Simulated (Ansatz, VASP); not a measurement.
## One calculation of Cd, two programs

The input INCAR:

```
PREC = Accurate ; ENCUT = 520
EDIFF = 1E-6 ; ISMEAR = -1
SIGMA = 0.1 ; LREAL = False
LASPH = True ; NELM = 60
ALGO = Normal ; ISIF = 2
LWAVE = False ; LCHARG = True
LELF = True ; LVHAR = True
NBANDS = 12
```

File KPOINTS:

```
regular mesh
0
Gamma
  15 15 15
```

POSCAR

```
Cd
1.0
   -1.4498681414      1.4498681414      1.4498681414
    1.4498681414     -1.4498681414      1.4498681414
    1.4498681414      1.4498681414     -1.4498681414
Cd
1
Direct
    0.0000000000      0.0000000000      0.0000000000
```

Input for Ansatz:

```yaml
crystal:
  lattice:
    - [-1.4498681414, 1.4498681414, 1.4498681414]
    - [1.4498681414, -1.4498681414, 1.4498681414]
    - [1.4498681414, 1.4498681414, -1.4498681414]
  atoms:
    - { symbol: Cd, position: [0.0, 0.0, 0.0] }
kpoints:
  mp_grid: { grid: [15, 15, 15] }
scf:
  occupations: { method: fermi_dirac, width: 0.1 }
hamiltonian:
  xc: lda
  pseudopotentials: { kind: all_electron, lapw: { basis_error: 0.001 } }
output:
  forces: true
  stress: true
  eigenvalues: true
  populations: true
```

Change from the starting cell: volume scaled by 0.6, LAPW.

Alike in both runs: task single point; functional LDA; k mesh 15 × 15 × 15; occupations fermi-dirac, width 0.1 eV; no spin polarisation.

```csv
,VASP,Ansatz
version,VASP 6.6.1,Ansatz 0.2.0
potentials or method,"VASP PAW LDA potentials, release 64 (Cd), cutoff 520 eV","all-electron LAPW, scalar-relativistic"
```

```csv
,VASP,Ansatz,Ansatz less VASP
pressure (GPa),144.1,136.9,-7.15
```

LDA's correlation is that of Perdew and Zunger in VASP and of Perdew and Wang (1992) in Ansatz. Both programs put the cell under a high pressure, so it lies far from rest at this level. Ansatz ran all-electron here, and VASP with PAW potentials.

Noted on VASP's run: the cell as given lies far from equilibrium.
